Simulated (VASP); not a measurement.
# MoN2 (P4bm) in VASP: single point with PBE

Aim: the single point of MoN2 with PBE.

Program: VASP 6.6.1. These are calculated values, not measurements. Logs are shortened: lines on timing, memory, paths and dates and some standing lists are left out, and cuts for length are marked.

## 1. The cell of the first run

Symmetry: P4bm, No. 100, tetragonal system. The conventional cell has a = 4.333 Å, b = 4.333 Å, c = 2.752 Å, α = 90.00°, β = 90.00°, γ = 90.00°. Mo (site symmetry 4) has 8 N at 2.12 to 2.35 Å and 2 Mo at 2.75 Å within 2.8 Å. N (site symmetry m) has 1 N at 1.37 Å within 1.8 Å.

## 2. Single point, PBE (all N atoms moved +0.188 Å, as atom 3 along Cartesian [0 0 1])

Contents of INCAR:

```
SYSTEM = MoN2
ALGO = Normal
EDIFF = 1E-6
ENCUT = 520
GGA = PE
ISIF = 2
ISMEAR = 0
LASPH = .True.
LCHARG = .False.
LREAL = .False.
LWAVE = .False.
NBANDS = 33
NELM = 60
PREC = Accurate
SIGMA = 0.15
```

Contents of KPOINTS:

```
k-points
0
Gamma
  12 12 18
  0 0 0
```

Contents of POSCAR:

```
MoN2
1.0
    4.3330619473      0.0000000000      0.0000000000
    0.0000000000      4.3330619473      0.0000000000
    0.0000000000      0.0000000000      2.7518917152
Mo N
2 4
Direct
    0.5000000000      0.5000000000      0.0000000000
    0.0000000000      0.0000000000      0.0000000000
    0.8879039728      0.3879039728      0.5681349484
    0.1120960272      0.6120960272      0.5681349484
    0.3879039728      0.1120960272      0.5681349484
    0.6120960272      0.8879039728      0.5681349484
```

Potentials or basis: VASP PAW PBE potentials, release 64 (Mo_sv, N).

Started as:

```console
$ cat potpaw_PBE.64/Mo_sv/POTCAR potpaw_PBE.64/N/POTCAR > POTCAR
$ mpirun -np 1 vasp_std > vasp.out
```

OUTCAR:

```text
SYSTEM = MoN2
   EDIFF = 1E-6
   ENCUT = 520
   GGA = PE
   ISIF = 2
   ISMEAR = 0
   LASPH = .True.
   LREAL = .False.
   NELM = 60
   PREC = Accurate

 ion  position               nearest neighbor table
   1  0.500  0.500  0.000-   3 2.12   4 2.12   5 2.12   6 2.12   3 2.35   4 2.35   5 2.35   6 2.35
                             2 3.06   2 3.06   2 3.06   2 3.06
   2  0.000  0.000  0.000-   3 2.12   4 2.12   5 2.12   6 2.12   3 2.35   4 2.35   5 2.35   6 2.35
                             1 3.06   1 3.06   1 3.06   1 3.06
   3  0.888  0.388  0.568-   4 1.37   2 2.12   1 2.12   1 2.35   2 2.35
   4  0.112  0.612  0.568-   3 1.37   2 2.12   1 2.12   1 2.35   2 2.35
   5  0.388  0.112  0.568-   6 1.37   2 2.12   1 2.12   1 2.35   2 2.35
   6  0.612  0.888  0.568-   5 1.37   2 2.12   1 2.12   1 2.35   2 2.35

  LATTYP: Found a simple tetragonal cell.
 ALAT       =     4.3330619473
 C/A-ratio  =     0.6350917085

  Lattice vectors:

 A1 = (   4.3330619473,   0.0000000000,   0.0000000000)
 A2 = (   0.0000000000,   4.3330619473,   0.0000000000)
 A3 = (   0.0000000000,   0.0000000000,   2.7518917152)

Analysis of symmetry for initial positions (statically):
=====================================================================
 Subroutine PRICEL returns:
 Original cell was already a primitive cell.

 Routine SETGRP: Setting up the symmetry group for a
 simple tetragonal supercell.

 Subroutine GETGRP returns: Found  8 space group operations
 (whereof  4 operations were pure point group operations)
 out of a pool of 16 trial point group operations.

The static configuration has the point symmetry     .
 The point group associated with its full space group is C_4v.

Analysis of symmetry for dynamics (positions and initial velocities):
=====================================================================
 Subroutine PRICEL returns:
 Original cell was already a primitive cell.

 Routine SETGRP: Setting up the symmetry group for a
 simple tetragonal supercell.

 Subroutine GETGRP returns: Found  8 space group operations
 (whereof  4 operations were pure point group operations)
 out of a pool of 16 trial point group operations.

The dynamic configuration has the point symmetry C_4v.
 The point group associated with its full space group is C_4v.

 Subroutine INISYM returns: Found  8 space group operations
 (whereof  4 operations are pure point group operations),
 and found     1 'primitive' translations

----------------------------------------------------------------------------------------

                                     Primitive cell

  volume of cell :      51.6679

  direct lattice vectors                    reciprocal lattice vectors
     4.333061947  0.000000000  0.000000000     0.230783684  0.000000000  0.000000000
     0.000000000  4.333061947  0.000000000     0.000000000  0.230783684  0.000000000
     0.000000000  0.000000000  2.751891715     0.000000000  0.000000000  0.363386391

  length of vectors
     4.333061947  4.333061947  2.751891715     0.230783684  0.230783684  0.363386391

  position of ions in fractional coordinates (direct lattice)
     0.500000000  0.500000000  0.000000000
     0.000000000  0.000000000  0.000000000
     0.887903973  0.387903973  0.568134948
     0.112096027  0.612096027  0.568134948
     0.387903973  0.112096027  0.568134948
     0.612096027  0.887903973  0.568134948

  ion indices of the primitive-cell ions
   primitive index   ion index
                 1           1
                 2           2
                 3           3
                 4           4
                 5           5
                 6           6

----------------------------------------------------------------------------------------

 KPOINTS: k-points

Automatic generation of k-mesh.
 Grid dimensions read from file:
 generate k-points for:   12   12   18

 Generating k-lattice:

  Cartesian coordinates                     Fractional coordinates (reciprocal lattice)
     0.019231974  0.000000000  0.000000000     0.083333333  0.000000000  0.000000000
     0.000000000  0.019231974  0.000000000     0.000000000  0.083333333  0.000000000
     0.000000000  0.000000000  0.020188133     0.000000000  0.000000000  0.055555556

  Length of vectors
     0.019231974  0.019231974  0.020188133

  Shift w.r.t. Gamma in fractional coordinates (k-lattice)
     0.000000000  0.000000000  0.000000000

 Subroutine IBZKPT returns following result:
 ===========================================

 Found    280 irreducible k-points:

 Following reciprocal coordinates:
            Coordinates               Weight
  0.000000  0.000000  0.000000      1.000000
  0.083333  0.000000  0.000000      4.000000
  0.166667  0.000000  0.000000      4.000000
  0.250000  0.000000  0.000000      4.000000
  0.333333  0.000000  0.000000      4.000000
  0.416667  0.000000  0.000000      4.000000
[... 16 lines left out ...]
  0.333333  0.333333  0.000000      4.000000
  0.416667  0.333333  0.000000      8.000000
 [... further k-points ...]
   k-points           NKPTS =    280   k-points in BZ     NKDIM =    280   number of bands    NBANDS=     33
   number of dos      NEDOS =    301   number of ions     NIONS =      6
   total plane-waves  NPLWV =  20480
   dimension x,y,z NGX =    32 NGY =   32 NGZ =   20
   dimension x,y,z NGXF=    64 NGYF=   64 NGZF=   40
   ions per type =               2   4
   NGX,Y,Z   is equivalent  to a cutoff of  12.28, 12.28, 12.08 a.u.
   NGXF,Y,Z  is equivalent  to a cutoff of  24.55, 24.55, 24.16 a.u.
 SYSTEM =  MoN2
   PREC   = accura    normal or accurate (medium, high low for compatibility)
   ISTART =      0    job   : 0-new  1-cont  2-samecut
   ICHARG =      2    charge: 1-file 2-atom 10-const
   ISPIN  =      1    spin polarized calculation?
   LNONCOLLINEAR =      F non collinear calculations
   LSORBIT =      F    spin-orbit coupling
   LASPH  =      T    aspherical Exc in radial PAW
   ENCUT  =  520.0 eV  38.22 Ry    6.18 a.u.   8.06  8.06  5.12*2*pi/ulx,y,z
   NELM   =     60;   NELMIN=  2; NELMDL= -5     # of ELM steps
   EDIFF  = 0.1E-05   stopping-criterion for ELM
   LREAL  =      F    real-space projection
   EDIFFG = 0.1E-04   stopping-criterion for IOM
   NSW    =      0    number of steps for IOM
   IBRION =     -1    ionic relax: 0-MD 1-quasi-New 2-CG
   NFREE  =      0    steps in history (QN), initial steepest desc. (CG)
   ISIF   =      2    stress and relaxation
   ISYM   =      2    0-nonsym 1-usesym 2-fastsym
   POTIM  = 0.5000    time-step for ionic-motion
   TEBEG  =    0.0;   TEEND  =   0.0 temperature during run
   PSTRESS=    0.0 pullay stress
   NELECT =      48.0000    total number of electrons
   NUPDOWN=      -1.0000    fix difference up-down
   EMIN   =  10.00;   EMAX   =-10.00  energy-range for DOS
   EFERMI =   0.00;   METHOD = LEGACY
   ISMEAR =     0;   SIGMA  =   0.15  broadening in eV -4-tet -1-fermi 0-gaus
   EFERMI_NEDOS =   21; number of points for ismear=-14 and -15
   IALGO  =     38    algorithm
   IMIX   =      4    mixing-type and parameters
     AMIX     =   0.40;   BMIX     =  1.00
     AMIX_MAG =   1.60;   BMIX_MAG =  1.00
  volume/ion in A,a.u.               =       8.61        58.11
  Fermi-wavevector in a.u.,A,eV,Ry     =   1.597404  3.018657 34.717995  2.551701
  Thomas-Fermi vector in A             =   2.695016
   LORBIT       =      0    0 simple, 1 ext, 2 COOP (PROOUT), +10 PAW based schemes
   GGA     = PE    functional components
   LHFCALC =     F    Hartree Fock is set to
   AEXX    =    0.0000 exact exchange contribution
   IVDW    =     0    specifies the selected vdW correction
   LEPSILON=     F    determine dielectric tensor
   LRPA    =     F    only Hartree local field effects (RPA)
 non-spin polarized calculation
 Gauss-broadening in eV      SIGMA  =   0.15
  energy-cutoff  :      520.00
  volume of cell :       51.67
 maximum number of plane-waves:      1432
   NGX = 17   NGY = 17   NGZ = 11

 number of electron      47.9999993 magnetization

 Free energy of the ion-electron system (eV)
  ---------------------------------------------------
  ext. energy  EPLUGINS =         0.00000000
  ---------------------------------------------------
  free energy    TOTEN  =       -54.55299289 eV

  energy without entropy =      -54.52957994  energy(sigma->0) =      -54.54128641

 E-fermi :  12.2561     XC(G=0): -13.7114

 val. band max:       12.2393304040   @ k =   0.3333   0.0833   0.5000
 cond. band min:      12.2572533038   @ k =   0.2500   0.0000   0.0556
 fundamental gap:      0.0179228999
 Fermi energy:        12.2560648696

 k-point     1 :       0.0000    0.0000    0.0000
  band No.  band energies     occupation
      1     -49.7286      2.00000
      2     -49.6653      2.00000
      3     -23.9616      2.00000
      4     -23.9616      2.00000
      5     -23.6065      2.00000
      6     -23.6065      2.00000
[... 25 lines left out ...]
     32      18.1395      0.00000
     33      19.3608      0.00000

 k-point     2 :       0.0833    0.0000    0.0000
  band No.  band energies     occupation
      1     -49.7276      2.00000
      2     -49.6664      2.00000
      3     -23.9571      2.00000
      4     -23.9557      2.00000
      5     -23.6145      2.00000
      6     -23.6127      2.00000
[... 25 lines left out ...]
     32      18.0533      0.00000
     33      19.2720      0.00000

 k-point     3 :       0.1667    0.0000    0.0000
  band No.  band energies     occupation
      1     -49.7244      2.00000
      2     -49.6695      2.00000
      3     -23.9438      2.00000
      4     -23.9383      2.00000
      5     -23.6373      2.00000
      6     -23.6308      2.00000
[... 25 lines left out ...]
     32      17.8117      0.00000
     33      19.1493      0.00000

 k-point     4 :       0.2500    0.0000    0.0000
  band No.  band energies     occupation
      1     -49.7193      2.00000
      2     -49.6745      2.00000
      3     -23.9217      2.00000
      4     -23.9107      2.00000
      5     -23.6721      2.00000
      6     -23.6596      2.00000
[... 25 lines left out ...]
     32      17.4757      0.00000
     33      19.1310      0.00000

 k-point     5 :       0.3333    0.0000    0.0000
  band No.  band energies     occupation
      1     -49.7126      2.00000
      2     -49.6810      2.00000
      3     -23.8912      2.00000
      4     -23.8744      2.00000
      5     -23.7151      2.00000
      6     -23.6969      2.00000
[... 604 lines left out ...]
 k-point    22 :       0.5000    0.2500    0.0000
  band No.  band energies     occupation
      1     -49.6966      2.00000
      2     -49.6966      2.00000
      3     -23.9686      2.00000
      4     -23.9686      2.00000
      5     -23.6327      2.00000
      6     -23.6327      2.00000
[... 25 lines left out ...]
     32      16.0219      0.00000
     33      20.2657      0.00000

 k-point    23 :       0.3333    0.3333    0.0000
  band No.  band energies     occupation
      1     -49.7045      2.00000
      2     -49.6887      2.00000
      3     -24.0211      2.00000
      4     -23.9355      2.00000
      5     -23.6677      2.00000
      6     -23.5763      2.00000
[... 25 lines left out ...]
     32      16.2865      0.00000
     33      19.4562      0.00000

 k-point    24 :       0.4167    0.3333    0.0000
  band No.  band energies     occupation
      1     -49.7006      2.00000
      2     -49.6924      2.00000
      3     -24.0222      2.00000
      4     -23.9781      2.00000
      5     -23.6267      2.00000
      6     -23.5792      2.00000
[... 25 lines left out ...]
     32      15.9797      0.00000
     33      19.8671      0.00000

 [... further k-points ...]
[... 5 lines left out ...]
  --------------------------------------------------------------------------------------
  -------------------------------------------------------------------------------------
  Total        1.7271367      1.7271367      2.5924018      0.0000000      0.0000000      0.0000000
  in kB       53.5569884     53.5569884     80.3880997      0.0000000      0.0000000      0.0000000
  external PRESSURE =      62.5006922 kB  Pullay stress =       0.0000000 kB

 VOLUME and BASIS-vectors are now :
 -----------------------------------------------------------------------------
  energy-cutoff  :      520.00
  volume of cell :       51.67
      direct lattice vectors                 reciprocal lattice vectors
     4.333061947  0.000000000  0.000000000     0.230783684  0.000000000  0.000000000
     0.000000000  4.333061947  0.000000000     0.000000000  0.230783684  0.000000000
     0.000000000  0.000000000  2.751891715     0.000000000  0.000000000  0.363386391

 POSITION                                       TOTAL-FORCE (eV/Angst)
 -----------------------------------------------------------------------------------
      2.16653      2.16653      0.00000        -0.000000      0.000000      1.154341
      0.00000      0.00000      0.00000        -0.000000      0.000000      1.154341
      3.84734      1.68081      1.56345         0.045800      0.045800     -0.577170
      0.48572      2.65225      1.56345        -0.045800     -0.045800     -0.577170
      1.68081      0.48572      1.56345         0.045800     -0.045800     -0.577170
      2.65225      3.84734      1.56345        -0.045800      0.045800     -0.577170
 -----------------------------------------------------------------------------------
    total drift:                               -0.000000     -0.000000      0.000613

  FREE ENERGIE OF THE ION-ELECTRON SYSTEM (eV)
  ---------------------------------------------------
  free  energy   TOTEN  =       -54.5529928902 eV

  energy  without entropy=      -54.5295799351  energy(sigma->0) =      -54.54128641
```

Wall time 2.3 min (1 thread of Intel Xeon 6975P-C (Granite Rapids), shared host); peak memory 0.44 GiB.

Results:

```
Free energy            : -54.5530 eV
Pressure               : 6.3 GPa
Largest force          : 1.154 eV/Å
Band gap on the k mesh : zero (band 24 reaches 14.24 eV, above the bottom of band 25 at 11.52 eV)
```

Forces on the atoms (eV/Å):
```
Mo   0.000  0.000  1.154
Mo   0.000  0.000  1.154
N    0.046  0.046 -0.577
N   -0.046 -0.046 -0.577
N    0.046 -0.046 -0.577
N   -0.046  0.046 -0.577
```

Caveat: the cell differs from its parent crystal (all N atoms moved +0.188 Å, as atom 3 along Cartesian [0 0 1]); forces of over 1 eV/Å act on the atoms, so gaps and moduli don't describe the material at rest.
